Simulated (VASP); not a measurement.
# Ta (C2/m) in VASP: single point with r2SCAN

Aim: the single point of Ta with r2SCAN.

Everything below comes from runs of VASP 6.6.1. Logs are shortened: lines on timing, memory, paths and dates and some standing lists are left out, and cuts for length are marked.

**1. The cell of the first run**

Symmetry: C2/m, No. 12, monoclinic system. The conventional cell has a = 4.622 Å, b = 3.095 Å, c = 3.526 Å, α = 90.00°, β = 130.53°, γ = 90.00°. Ta (site symmetry 2/m) has 14 Ta at 2.78 to 3.55 Å within 3.7 Å.

**2. Single point, r2SCAN**

Input file POSCAR:

```
Ta
1.0
    3.0541148614     -0.0233664737      0.4983008804
   -1.5472933906      2.6799907667      0.0000000000
    1.8934946613      1.0932096524      2.7658808457
Ta
1
Direct
    0.0000000000      0.0000000000      0.0000000000
```

Input file INCAR.step1:

```
SYSTEM = Ta
PREC = Accurate ; ENCUT = 520
ISMEAR = 0 ; SIGMA = 0.1
LREAL = .False. ; LASPH = .True.
NELM = 60 ; NBANDS = 12
ISYM = 0 ; GGA = PE
ALGO = Normal ; EDIFF = 1E-4
LWAVE = .True. ; LCHARG = .False.
```

Input file INCAR.step2:

```
SYSTEM = Ta
PREC = Accurate ; ENCUT = 520
EDIFF = 1E-7 ; ISMEAR = 0
SIGMA = 0.1 ; LREAL = .False.
LASPH = .True. ; NELM = 60
ALGO = Normal ; ISIF = 2
LWAVE = .False. ; LCHARG = .True.
METAGGA = R2SCAN ; LMIXTAU = .True.
LELF = .True. ; LVHAR = .True.
NBANDS = 12 ; ISYM = 0
ISTART = 1
```

Input file KPOINTS:

```
regular mesh
0
Gamma
  12 12 15
  0 0 0
```

Potentials or basis: VASP PAW PBE potentials, release 64 (Ta_pv).

Run with:

```bash
$ cat potpaw_PBE.64/Ta_pv/POTCAR > POTCAR
$ cp INCAR.step1 INCAR
$ mpirun -np 1 vasp_std > vasp.out
$ cp INCAR.step2 INCAR
$ mpirun -np 1 vasp_std > vasp.out
```

OUTCAR:

```text
SYSTEM = Ta
   PREC = Accurate
   ENCUT = 520
   EDIFF = 1E-7
   ISMEAR = 0
   LREAL = .False.
   LASPH = .True.
   NELM = 60
   ISIF = 2
   METAGGA = R2SCAN
   ISYM = 0
   ISTART = 1

 ion  position               nearest neighbor table
   1  0.000  0.000  0.000-

IMPORTANT INFORMATION: All symmetrisations will be switched off!
NOSYMM: (Re-)initialisation of all symmetry stuff for point group C_1.

----------------------------------------------------------------------------------------

                                     Primitive cell

  volume of cell :      19.1672

  direct lattice vectors                    reciprocal lattice vectors
     3.054114861 -0.023366474  0.498300880     0.386730241  0.223278809 -0.353002262
    -1.547293391  2.679990767  0.000000000     0.031792660  0.391491115 -0.176501131
     1.893494661  1.093209652  2.765880846    -0.069673290 -0.040225893  0.425145335

  length of vectors
     3.094586781  3.094586781  3.525695141     0.569231326  0.430614347  0.432690473

  position of ions in fractional coordinates (direct lattice)
     0.000000000  0.000000000  0.000000000

  ion indices of the primitive-cell ions
   primitive index   ion index
                 1           1

----------------------------------------------------------------------------------------

 KPOINTS: regular mesh

Automatic generation of k-mesh.
 Grid dimensions read from file:
 generate k-points for:   12   12   15

 Generating k-lattice:

  Cartesian coordinates                     Fractional coordinates (reciprocal lattice)
     0.032227520  0.018606567 -0.029416855     0.083333333 -0.000000000  0.000000000
     0.002649388  0.032624260 -0.014708428    -0.000000000  0.083333333  0.000000000
    -0.004644886 -0.002681726  0.028343022    -0.000000000  0.000000000  0.066666667

  Length of vectors
     0.047435944  0.035884529  0.028846032

  Shift w.r.t. Gamma in fractional coordinates (k-lattice)
     0.000000000  0.000000000  0.000000000

 Subroutine IBZKPT returns following result:
 ===========================================

 Found   1082 irreducible k-points:

 Following reciprocal coordinates:
            Coordinates               Weight
  0.000000  0.000000  0.000000      1.000000
  0.083333 -0.000000 -0.000000      2.000000
  0.166667  0.000000  0.000000      2.000000
  0.250000 -0.000000  0.000000      2.000000
  0.333333 -0.000000  0.000000      2.000000
  0.416667 -0.000000 -0.000000      2.000000
[... 16 lines left out ...]
 -0.250000  0.166667 -0.000000      2.000000
  0.166667  0.166667 -0.000000      2.000000
 [... further k-points ...]
   k-points           NKPTS =   1082   k-points in BZ     NKDIM =   1082   number of bands    NBANDS=     12
   number of dos      NEDOS =    301   number of ions     NIONS =      1
   total plane-waves  NPLWV =  16128
   dimension x,y,z NGX =    24 NGY =   24 NGZ =   28
   dimension x,y,z NGXF=    48 NGYF=   48 NGZF=   56
   ions per type =               1
   NGX,Y,Z   is equivalent  to a cutoff of  12.89, 12.89, 13.20 a.u.
   NGXF,Y,Z  is equivalent  to a cutoff of  25.79, 25.79, 26.41 a.u.
 SYSTEM =  Ta
   PREC   = accura    normal or accurate (medium, high low for compatibility)
   ISTART =      1    job   : 0-new  1-cont  2-samecut
   ICHARG =      0    charge: 1-file 2-atom 10-const
   ISPIN  =      1    spin polarized calculation?
   LNONCOLLINEAR =      F non collinear calculations
   LSORBIT =      F    spin-orbit coupling
   LASPH  =      T    aspherical Exc in radial PAW
   ENCUT  =  520.0 eV  38.22 Ry    6.18 a.u.   5.75  5.75  6.56*2*pi/ulx,y,z
   NELM   =     60;   NELMIN=  2; NELMDL=  0     # of ELM steps
   EDIFF  = 0.1E-06   stopping-criterion for ELM
   LREAL  =      F    real-space projection
   EDIFFG = 0.1E-05   stopping-criterion for IOM
   NSW    =      0    number of steps for IOM
   IBRION =     -1    ionic relax: 0-MD 1-quasi-New 2-CG
   NFREE  =      0    steps in history (QN), initial steepest desc. (CG)
   ISIF   =      2    stress and relaxation
   ISYM   =      0    0-nonsym 1-usesym 2-fastsym
   POTIM  = 0.5000    time-step for ionic-motion
   TEBEG  =    0.0;   TEEND  =   0.0 temperature during run
   PSTRESS=    0.0 pullay stress
   NELECT =      11.0000    total number of electrons
   NUPDOWN=      -1.0000    fix difference up-down
   EMIN   =  10.00;   EMAX   =-10.00  energy-range for DOS
   EFERMI =   0.00;   METHOD = LEGACY
   ISMEAR =     0;   SIGMA  =   0.10  broadening in eV -4-tet -1-fermi 0-gaus
   EFERMI_NEDOS =   21; number of points for ismear=-14 and -15
   IALGO  =     38    algorithm
   IMIX   =      4    mixing-type and parameters
     AMIX     =   0.40;   BMIX     =  1.00
     AMIX_MAG =   1.60;   BMIX_MAG =  1.00
  volume/ion in A,a.u.               =      19.17       129.35
  Fermi-wavevector in a.u.,A,eV,Ry     =   1.360461  2.570899 25.182409  1.850855
  Thomas-Fermi vector in A             =   2.487121
   LORBIT       =      0    0 simple, 1 ext, 2 COOP (PROOUT), +10 PAW based schemes
   METAGGA = R2SCAN    functional components
   LHFCALC =     F    Hartree Fock is set to
   AEXX    =    0.0000 exact exchange contribution
   IVDW    =     0    specifies the selected vdW correction
   LEPSILON=     F    determine dielectric tensor
   LRPA    =     F    only Hartree local field effects (RPA)
 non-spin polarized calculation
 Gauss-broadening in eV      SIGMA  =   0.10
  energy-cutoff  :      520.00
  volume of cell :       19.17
 maximum number of plane-waves:       534
   NGX = 11   NGY = 11   NGZ = 13

 number of electron      11.0000001 magnetization

 Free energy of the ion-electron system (eV)
  ---------------------------------------------------
  ext. energy  EPLUGINS =         0.00000000
  ---------------------------------------------------
  free energy    TOTEN  =       -48.41289036 eV

  energy without entropy =      -48.40641631  energy(sigma->0) =      -48.40965333

 E-fermi :   4.9516     XC(G=0): -13.3808

 val. band max:        4.9501496780   @ k =  -0.2500   0.1667  -0.0667
 cond. band min:       4.9540455228   @ k =   0.0833   0.1667   0.3333
 fundamental gap:      0.0038958449
 Fermi energy:         4.9515980282

 k-point     1 :       0.0000    0.0000    0.0000
  band No.  band energies     occupation
      1     -29.8553      2.00000
      2     -29.5108      2.00000
      3     -29.3358      2.00000
      4      -3.2184      2.00000
      5       4.1871      2.00000
      6       5.2150      0.00020
      7       7.6161      0.00000
      8       8.2541      0.00000
      9      10.0863      0.00000
     10      16.8221      0.00000
     11      18.2711      0.00000
     12      20.9104      0.00000

 k-point     2 :       0.0833   -0.0000   -0.0000
  band No.  band energies     occupation
      1     -29.8930      2.00000
      2     -29.5523      2.00000
      3     -29.4408      2.00000
      4      -2.6714      2.00000
      5       4.2954      2.00000
      6       5.4718      0.00000
      7       7.5791      0.00000
      8       7.6140      0.00000
      9       9.8798      0.00000
     10      16.8220      0.00000
     11      19.1202      0.00000
     12      21.9035      0.00000

 k-point     3 :       0.1667    0.0000    0.0000
  band No.  band energies     occupation
      1     -29.9898      2.00000
      2     -29.7068      2.00000
      3     -29.6660      2.00000
      4      -1.1897      2.00000
      5       4.5621      2.00000
      6       6.0691      0.00000
      7       6.1899      0.00000
      8       7.7915      0.00000
      9       9.5462      0.00000
     10      16.8216      0.00000
     11      20.6262      0.00000
     12      21.7267      0.00000

 k-point     4 :       0.2500   -0.0000    0.0000
  band No.  band energies     occupation
      1     -30.1276      2.00000
      2     -30.0050      2.00000
      3     -29.8215      2.00000
      4       0.6670      2.00000
      5       3.8193      2.00000
      6       5.9195      0.00000
      7       7.2009      0.00000
      8       8.5041      0.00000
      9       8.9188      0.00000
     10      16.8212      0.00000
     11      19.9346      0.00000
     12      21.5127      0.00000

 k-point     5 :       0.3333   -0.0000    0.0000
  band No.  band energies     occupation
      1     -30.3704      2.00000
      2     -30.1353      2.00000
      3     -29.9771      2.00000
      4       1.7002      2.00000
      5       2.4845      2.00000
      6       7.3791      0.00000
      7       8.3727      0.00000
      8       8.9580      0.00000
      9       9.8482      0.00000
     10      16.8208      0.00000
     11      18.3455      0.00000
     12      21.2385      0.00000
[... 228 lines left out ...]
      1     -29.9198      2.00000
      2     -29.7588      2.00000
      3     -29.4291      2.00000
      4      -2.0146      2.00000
      5       4.2536      2.00000
      6       5.3215      0.00000
      7       7.0605      0.00000
      8       8.4659      0.00000
      9       9.4167      0.00000
     10      16.8219      0.00000
     11      20.0243      0.00000
     12      22.6287      0.00000

 k-point    22 :       0.0833    0.1667    0.0000
  band No.  band energies     occupation
      1     -30.0929      2.00000
      2     -29.9051      2.00000
      3     -29.5178      2.00000
      4      -0.6988      2.00000
      5       4.1416      2.00000
      6       4.9280      1.26146
      7       7.8914      0.00000
      8       8.1563      0.00000
      9       9.5943      0.00000
     10      16.8212      0.00000
     11      19.3391      0.00000
     12      22.4858      0.00000

 k-point    23 :      -0.2500    0.1667   -0.0000
  band No.  band energies     occupation
      1     -30.0929      2.00000
      2     -29.9051      2.00000
      3     -29.5179      2.00000
      4      -0.6988      2.00000
      5       4.1416      2.00000
      6       4.9280      1.26146
      7       7.8914      0.00000
      8       8.1563      0.00000
      9       9.5943      0.00000
     10      16.8212      0.00000
     11      19.3391      0.00000
     12      22.4858      0.00000

 k-point    24 :       0.1667    0.1667   -0.0000
  band No.  band energies     occupation
      1     -30.3087      2.00000
      2     -30.0239      2.00000
      3     -29.6937      2.00000
      4       0.9506      2.00000
      5       3.9153      2.00000
      6       4.6217      2.00000
      7       7.8005      0.00000
      8       9.1346      0.00000
      9       9.9271      0.00000
     10      16.8199      0.00000
     11      18.5210      0.00000
     12      22.0012      0.00000

 [... further k-points ...]
[... 5 lines left out ...]
  --------------------------------------------------------------------------------------
  -------------------------------------------------------------------------------------
  Total       -1.8617052     -0.6949559     -0.0203664     -1.0103881     -0.2336477     -0.4046930
  in kB     -155.6190909    -58.0910462     -1.7024221    -84.4578814    -19.5305020    -33.8281066
  external PRESSURE =     -71.8041864 kB  Pullay stress =       0.0000000 kB

 VOLUME and BASIS-vectors are now :
 -----------------------------------------------------------------------------
  energy-cutoff  :      520.00
  volume of cell :       19.17
      direct lattice vectors                 reciprocal lattice vectors
     3.054114861 -0.023366474  0.498300880     0.386730241  0.223278809 -0.353002262
    -1.547293391  2.679990767  0.000000000     0.031792660  0.391491115 -0.176501131
     1.893494661  1.093209652  2.765880846    -0.069673290 -0.040225893  0.425145335

 POSITION                                       TOTAL-FORCE (eV/Angst)
 -----------------------------------------------------------------------------------
      0.00000      0.00000      0.00000        -0.000000      0.000000      0.000000
 -----------------------------------------------------------------------------------
    total drift:                               -0.000000      0.000000      0.000000

  FREE ENERGIE OF THE ION-ELECTRON SYSTEM (eV)
  ---------------------------------------------------
  free  energy   TOTEN  =       -48.4128903558 eV

  energy  without entropy=      -48.4064163124  energy(sigma->0) =      -48.40965333
```

Wall time 5.2 min (1 thread of Intel Xeon 6975P-C (Granite Rapids), shared host); peak memory 0.35 GiB.

What came out:

| Quantity | Value |
| --- | --- |
| Free energy | -48.4129 eV |
| Pressure | -7.2 GPa |
| Band gap on the k mesh | zero (an odd number of electrons rules out a gap without spin polarisation) |

Levels at points of the mesh, in eV from the Fermi level:
```tsv
k point	band 2	band 3	band 4	band 5	band 6	band 7	band 8	band 9	band 10	band 11
(0.00, 0.00, 0.00)	-34.46	-34.29	-8.17	-0.76	0.26	2.66	3.30	5.13	11.87	13.32
(0.50, 0.00, 0.00)	-35.13	-35.08	-3.73	-3.70	5.22	6.55	6.83	7.84	8.01	10.88
(0.00, 0.50, 0.00)	-34.95	-34.48	-4.30	-2.07	1.53	3.96	5.75	6.98	11.57	11.83
(0.50, 0.50, 0.00)	-34.95	-34.48	-4.30	-2.07	1.53	3.96	5.75	6.98	11.57	11.83
```

Caveat: the stress differs along the axes, from -16 to -0 GPa; the PAW data sets were made with another functional, which shifts forces and pressure a little; spin-orbit coupling is left out, which moves the levels of the heavy elements.
